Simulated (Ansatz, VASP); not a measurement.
## One calculation of LaNb2N2, two programs

```
La Nb N
1.0
     3.61519    0.00000    0.00000
    -1.80759    3.13084    0.00000
     0.00000    0.00000    6.75282
La Nb N
1 2 2
Direct
  0.00000 0.00000 0.00000
  0.33333 0.66667 0.63085
  0.66667 0.33333 0.36915
  0.33333 0.66667 0.28733
  0.66667 0.33333 0.71267
```

Change from the starting cell: species swapped into the SrCd2Sb2 type (P-3m1, No. 164).

Alike in both runs: functional PBE; k mesh 12 × 12 × 6; occupations gaussian, width 0.1 eV; no spin polarisation.

Ansatz relaxed the structure, and its values are those at the end. VASP's run is a single point on that final structure, the one shown.

```csv
,VASP,Ansatz
version,VASP 6.6.1,Ansatz 0.2.0
potentials or method,"VASP PAW PBE potentials, release 64 (La, Nb_sv, N), cutoff 520 eV","scalar-relativistic, plane waves, PAW"
valence electrons in the cell,47,47
```

Ansatz gave:

| Property | Result |
| --- | --- |
| gap on the k mesh at the Fermi level (eV) | none |
| pressure (GPa) | 0.0 |

**Question.** Estimate VASP's values.

**Answer.** gap on the k mesh at the Fermi level (eV): none; pressure (GPa): -0.3.

A gap of «none» marks a metal or a gap that the smearing closes. The functional is the same, so the differences come from potentials, cutoffs and numerics.

Spin-orbit coupling is off throughout.
